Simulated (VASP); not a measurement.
Crystal: Ba.

```
Ba
1.0
    -2.53948    2.53948    2.53948
     2.53948   -2.53948    2.53948
     2.53948    2.53948   -2.53948
Ba
1
Cartesian
  0.0000 0.0000 0.0000
```

Base run:

| Quantity | Value |
| --- | --- |
| Program | VASP 6.6.1 |
| Functional | PBE |
| Potentials or basis | VASP PAW PBE potentials, release 64 (Ba_sv) |
| Cutoff | 520 eV |
| k mesh | 8 × 8 × 8 |
| Occupations | fermi-dirac, width 0.05 eV |
| Spin | no spin polarisation |

Its results: band gap on the k mesh zero (band 5 reaches 2.01 eV, above the bottom of band 6 at 1.03 eV); pressure -0.3 GPa.

Question: The run is repeated on the same cell with these changes: functional from PBE to PBEsol. What comes out?

Answer: Band gap on the k mesh zero (band 5 reaches 1.90 eV, above the bottom of band 6 at 0.93 eV); pressure -0.9 GPa.

PBEsol binds more tightly than PBE, so the same cell stands under less pressure.

Caveats: spin-orbit coupling is left out, which moves the levels of the heavy elements; the PAW data sets were made with another functional, which shifts forces and pressure a little (some runs).
